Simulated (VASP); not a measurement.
# KF in VASP: further runs, part 3 of 3

VASP 6.6.1. Earlier steps stand in the parts before.

## (4) Single point, PBE (strain -0.025 along x and y, +0.025 along z)

The input, INCAR:

```
PREC = Accurate
ENCUT = 520
EDIFF = 1E-6
ISMEAR = 0
SIGMA = 0.05
LREAL = False
LASPH = True
NELM = 60
ALGO = Normal
ISIF = 2
LWAVE = False
LCHARG = True
GGA = PE
LELF = True
LVHAR = True
NBANDS = 15
```

The input, KPOINTS:

```
Automatic mesh
0
Gamma
  8 8 8
```

The input, POSCAR:

```
KF
1.0
    0.0000000000      2.6066625000      2.7403375000
    2.6066625000      0.0000000000      2.7403375000
    2.6066625000      2.6066625000      0.0000000000
K F
1 1
Direct
    0.0000000000      0.0000000000      0.0000000000
    0.5000000000      0.5000000000      0.5000000000
```

Run with:

```
$ cat potpaw_PBE.64/K_sv/POTCAR potpaw_PBE.64/F/POTCAR > POTCAR
$ mpirun -np 1 vasp_std > vasp.out
```

It took 44 s on 1 thread of Intel Xeon 8259CL, shared host; peak memory 0.18 GiB.

Results (log left out):

| Item | Value |
| --- | --- |
| Free energy | -8.2659 eV |
| Pressure | 2.6 GPa |
| Band gap on the k mesh | 6.25 eV |

Stress tensor (GPa, compression positive):
```
3.63 0.00 0.00
0.00 3.63 0.00
0.00 0.00 0.49
```

Levels at points of the mesh, in eV from the valence-band top:
```tsv
k point	band 4	band 5	band 6	band 7	band 8	band 9	band 10	band 11	band 12	band 13
(0.00, 0.00, 0.00)	-9.32	-9.32	-0.07	0.00	0.00	6.25	10.54	10.83	10.83	12.21
(0.50, 0.00, 0.00)	-9.39	-9.33	-0.85	-0.40	-0.39	9.13	10.75	12.03	12.33	14.37
(0.50, 0.50, 0.00)	-9.51	-9.51	-0.31	-0.04	-0.04	8.32	10.42	11.66	13.75	14.34
(0.50, 0.00, 0.50)	-9.60	-9.54	-0.18	-0.13	-0.05	8.15	10.42	12.13	13.71	14.13
```

Caveat: the cell differs from its parent crystal (strain -0.025 along x and y, +0.025 along z). A k mesh can miss the band edges.

## (5) Single point, PBE (strain +0.000 along x and y, +0.050 along z)

The input, INCAR:

```
SYSTEM = KF
PREC = Accurate
ENCUT = 520
EDIFF = 1E-7
ISMEAR = 0
SIGMA = 0.05
LREAL = .False.
LASPH = .True.
NELM = 80
ALGO = Normal
ISIF = 2
LWAVE = .False.
LCHARG = .False.
GGA = PE
NBANDS = 15
```

The input, KPOINTS:

```
regular mesh
0
Gamma
  8 8 8
  0 0 0
```

The input, POSCAR:

```
KF
1.0
    0.0000000000      2.6735000000      2.8071750000
    2.6735000000      0.0000000000      2.8071750000
    2.6735000000      2.6735000000      0.0000000000
K F
1 1
Direct
    0.0000000000      0.0000000000      0.0000000000
    0.5000000000      0.5000000000      0.5000000000
```

Potentials or basis: VASP PAW PBE potentials, release 64 (K_sv, F).

Run with:

```
$ cat potpaw_PBE.64/K_sv/POTCAR potpaw_PBE.64/F/POTCAR > POTCAR
$ mpirun -np 1 vasp_std > vasp.out
```

OUTCAR:

```text
SYSTEM = KF
   PREC = Accurate
   ENCUT = 520
   EDIFF = 1E-7
   ISMEAR = 0
   LREAL = .False.
   LASPH = .True.
   NELM = 80
   ISIF = 2
   GGA = PE

 ion  position               nearest neighbor table
   1  0.000  0.000  0.000-   2 2.67   2 2.67   2 2.67   2 2.67   2 2.81   2 2.81
   2  0.500  0.500  0.500-   1 2.67   1 2.67   1 2.67   1 2.67   1 2.81   1 2.81

  LATTYP: Found a body centered tetragonal cell.
 ALAT       =     3.7808999590
 C/A-ratio  =     1.4849242405

  Lattice vectors:

 A1 = (  -2.6735000000,   0.0000000000,   2.8071750000)
 A2 = (   2.6735000000,   0.0000000000,   2.8071750000)
 A3 = (   0.0000000000,   2.6735000000,  -2.8071750000)

[... 610 lines left out ...]
     13      10.2407      0.00000
     14      10.3901      0.00000
     15      14.0175      0.00000

 [... further k-points ...]
[... 5 lines left out ...]
  --------------------------------------------------------------------------------------
  -------------------------------------------------------------------------------------
  Total        0.1570641      0.1570641     -0.3414083      0.0000000      0.0000000     -0.0000000
  in kB        6.2708661      6.2708661    -13.6309077      0.0000000      0.0000000     -0.0000000
  external PRESSURE =      -0.3630585 kB  Pullay stress =       0.0000000 kB

 VOLUME and BASIS-vectors are now :
 -----------------------------------------------------------------------------
  energy-cutoff  :      520.00
  volume of cell :       40.13
      direct lattice vectors                 reciprocal lattice vectors
     0.000000000  2.673500000  2.807175000    -0.187020759  0.187020759  0.178115009
     2.673500000  0.000000000  2.807175000     0.187020759 -0.187020759  0.178115009
     2.673500000  2.673500000  0.000000000     0.187020759  0.187020759 -0.178115009

 POSITION                                       TOTAL-FORCE (eV/Angst)
 -----------------------------------------------------------------------------------
      0.00000      0.00000      0.00000         0.000000      0.000000     -0.000000
      2.67350      2.67350      2.80717         0.000000     -0.000000      0.000000
 -----------------------------------------------------------------------------------
    total drift:                                0.000000      0.000000      0.000000

  FREE ENERGIE OF THE ION-ELECTRON SYSTEM (eV)
  ---------------------------------------------------
  free  energy   TOTEN  =        -8.2911585232 eV

  energy  without entropy=       -8.2911585232  energy(sigma->0) =       -8.29115852
```

stdout:

```text
POSCAR found type information on POSCAR K F
 POSCAR found :  2 types and       2 ions
 scaLAPACK will be used
 LDA part: xc-table for (Slater+PW92), standard interpolation
 POSCAR, INCAR and KPOINTS ok, starting setup
 FFT: planning ... GRIDC
 FFT: planning ... GRID_SOFT
 FFT: planning ... GRID
 WAVECAR not read
 entering main loop
```

It took 57 s on 1 thread of Intel Xeon 8259CL, shared host; peak memory 0.18 GiB.

What came out:

* Free energy: -8.2912 eV
* Pressure: 0.0 GPa
* Band gap on the k mesh: 5.88 eV

Stress tensor (GPa, compression positive):
```
 0.63  0.00  0.00
 0.00  0.63  0.00
 0.00  0.00 -1.36
```

Caveat: the cell differs from its parent crystal (strain +0.000 along x and y, +0.050 along z). A k mesh can miss the band edges.

## (6) Single point, PBE (strain +0.025 along x and y, +0.000 along z)

The input, INCAR:

```
SYSTEM = KF
PREC = Accurate ; ENCUT = 520
EDIFF = 1E-7 ; ISMEAR = 0
SIGMA = 0.05 ; LREAL = .FALSE.
LASPH = .TRUE. ; NELM = 80
ALGO = Normal ; ISIF = 2
LWAVE = .FALSE. ; LCHARG = .TRUE.
GGA = PE ; LELF = .TRUE.
LVHAR = .TRUE. ; NBANDS = 15
```

The input, KPOINTS:

```
Automatic mesh
0
G
  8 8 8
  0 0 0
```

The input, POSCAR:

```
KF
1.0
    0.0000000000      2.7403375000      2.6735000000
    2.7403375000      0.0000000000      2.6735000000
    2.7403375000      2.7403375000      0.0000000000
K F
1 1
Direct
    0.0000000000      0.0000000000      0.0000000000
    0.5000000000      0.5000000000      0.5000000000
```

Potentials or basis: VASP PAW PBE potentials, release 64 (K_sv, F).

Run with:

```
$ cat potpaw_PBE.64/K_sv/POTCAR potpaw_PBE.64/F/POTCAR > POTCAR
$ mpirun -np 1 vasp_std > vasp.out
```

Wall time 56 s (1 thread of Intel Xeon 8259CL, shared host); peak memory 0.18 GiB.

The run converged. Its results:

```
Free energy            : -8.2971 eV
Pressure               : -0.2 GPa
Band gap on the k mesh : 5.88 eV
```

Stress tensor (GPa, compression positive):
```
-0.57  0.00  0.00
 0.00 -0.57  0.00
 0.00  0.00  0.59
```

Levels at points of the mesh, in eV from the valence-band top:
```
           k point  band 5  band 6  band 7  band 8  band 9  band 10  band 11  band 12
(0.00, 0.00, 0.00)   -9.58   -0.03   -0.03    0.00    5.88    10.47    10.47    10.60
(0.50, 0.00, 0.00)   -9.60   -0.76   -0.33   -0.33    8.83    10.21    11.73    11.89
(0.50, 0.50, 0.00)   -9.78   -0.22   -0.10   -0.10    8.07    10.02    11.54    13.31
(0.50, 0.00, 0.50)   -9.75   -0.27   -0.10   -0.06    8.16     9.99    11.31    13.32
```

Caveat: the cell differs from its parent crystal (strain +0.025 along x and y, +0.000 along z). A k mesh can miss the band edges.

## (7) Single point, PBE (strain +0.050 along x and y, +0.025 along z)

The input, INCAR:

```
PREC = Accurate ; ENCUT = 520
EDIFF = 1E-7 ; ISMEAR = 0
SIGMA = 0.05 ; LREAL = F
LASPH = T ; NELM = 100
ALGO = Normal ; ISIF = 2
LWAVE = F ; LCHARG = F
GGA = PE ; NBANDS = 15
```

The input, KPOINTS:

```
regular mesh
0
Gamma
  8 8 8
```

The input, POSCAR:

```
KF
1.0
    0.0000000000      2.8071750000      2.7403375000
    2.8071750000      0.0000000000      2.7403375000
    2.8071750000      2.8071750000      0.0000000000
K F
1 1
Direct
    0.0000000000      0.0000000000      0.0000000000
    0.5000000000      0.5000000000      0.5000000000
```

Run with:

```
$ cat potpaw_PBE.64/K_sv/POTCAR potpaw_PBE.64/F/POTCAR > POTCAR
$ mpirun -np 1 vasp_std > vasp.out
```

It took 56 s on 1 thread of Intel Xeon 8259CL, shared host; peak memory 0.19 GiB.

It converged, with:

```yaml
Free_energy: -8.2794 eV
Pressure: -1.9 GPa
Band_gap_on_the_k_mesh: 5.54 eV
```

Stress tensor (GPa, compression positive):
```
-2.16  0.00  0.00
 0.00 -2.16  0.00
 0.00  0.00 -1.47
```

Levels at points of the mesh, in eV from the valence-band top:
| k point | band 4 | band 5 | band 6 | band 7 | band 8 | band 9 | band 10 | band 11 | band 12 | band 13 |
| --- | --- | --- | --- | --- | --- | --- | --- | --- | --- | --- |
| (0.00, 0.00, 0.00) | -9.85 | -9.83 | -0.02 | -0.02 | 0.00 | 5.54 | 10.27 | 10.27 | 10.39 | 11.71 |
| (0.50, 0.00, 0.00) | -9.88 | -9.86 | -0.68 | -0.28 | -0.27 | 8.53 | 9.70 | 11.40 | 11.55 | 13.48 |
| (0.50, 0.50, 0.00) | -10.00 | -10.00 | -0.24 | -0.10 | -0.10 | 8.00 | 9.64 | 10.99 | 12.93 | 13.46 |
| (0.50, 0.00, 0.50) | -9.98 | -9.97 | -0.28 | -0.09 | -0.07 | 8.08 | 9.61 | 10.77 | 12.94 | 13.36 |

Caveat: the cell differs from its parent crystal (strain +0.050 along x and y, +0.025 along z).

## (8) Overview

```tsv
cell	gap on the mesh (eV)	pressure (GPa)
a = 3.875 Å, angles 60.0°, 2 atoms	5.79	-0.9
a = 3.734, b = 3.734, c = 3.781 Å, angles 59.6, 59.6, 60.8°, 2 atoms	6.26	2.4
a = 3.782, b = 3.782, c = 3.686 Å, angles 60.8, 60.8, 58.3°, 2 atoms	6.25	2.6
a = 3.877, b = 3.877, c = 3.781 Å, angles 60.8, 60.8, 58.4°, 2 atoms	5.88	0.0
a = 3.828, b = 3.828, c = 3.875 Å, angles 59.6, 59.6, 60.8°, 2 atoms	5.88	-0.2
a = 3.923, b = 3.923, c = 3.970 Å, angles 59.6, 59.6, 60.8°, 2 atoms	5.54	-1.9
```

Alike in all rows: task single point; level PBE; potentials or basis VASP PAW PBE potentials, release 64 (K_sv, F); no spin polarisation; k mesh 8 × 8 × 8; cutoff (eV) 520; smearing gaussian 0.05 eV.

Total energies depend on the potentials used, so only differences within one code and one set of settings carry meaning.
